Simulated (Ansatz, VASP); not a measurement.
# TaN in VASP and in Ansatz

```xyz
2
Lattice="0.0000 2.1790 2.1790 2.1790 0.0000 2.1790 2.1790 2.1790 0.0000" Properties=species:S:1:pos:R:3 pbc="T T T"
Ta    2.1790    2.1790    2.1790
N     0.0000    0.0000    0.0000
```

Alike in both runs: task single point; functional PBEsol; k mesh 13 × 13 × 13; occupations gaussian, width 0.1 eV; no spin polarisation.

|  | VASP | Ansatz |
| --- | --- | --- |
| version | VASP 6.6.1 | Ansatz 0.2.0 |
| potentials or method | VASP PAW PBE potentials, release 64 (Ta_sv_GW, N), cutoff 600 eV | plane waves, PAW |
| valence electrons in the cell | 18 | 18 |

VASP gave:

```
pressure (GPa) : 4.5
```

Task: Which values does Ansatz return?

Result: Pressure (GPa): 4.4.

VASP's potentials were made for PBE, not for PBEsol.

Spin-orbit coupling is off throughout.
